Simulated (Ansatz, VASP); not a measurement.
Two plane-wave programs on ZnS

```xyz
2
Lattice="0.0000 2.7349 2.7753 2.7349 0.0000 2.7753 2.7349 2.7349 0.0000" Properties=species:S:1:pos:R:3 pbc="T T T"
Zn    0.0000    0.0000    0.0000
S     4.1024    4.1024    4.1630
```

Change from the starting cell: strain +0.015 along x and y, +0.030 along z, atoms carried along.

Alike in both runs: task single point; functional r2SCAN; k mesh 8 × 8 × 8; occupations gaussian, width 0.05 eV; no spin polarisation.

|  | VASP | Ansatz |
| --- | --- | --- |
| version | VASP 6.6.1 | Ansatz 0.2.0 |
| potentials or method | VASP PAW PBE potentials, release 64 (Zn, S), cutoff 520 eV | scalar-relativistic, plane waves, PAW |
| valence electrons in the cell | 18 | 18 |

|  | VASP | Ansatz | Ansatz less VASP |
| --- | --- | --- | --- |
| gap on the k mesh at the Fermi level (eV) | 2.42 | 2.42 | -0.006 |
| least direct gap on the mesh (eV) | 2.42 | 2.42 | -0.006 |
| pressure (GPa) | -4.1 | -4.1 | -0.04 |
| traceless stress, the component that is largest in VASP (GPa) | -0.43 | -0.45 | -0.024 |

VASP's potentials were made for PBE, not for r2SCAN.
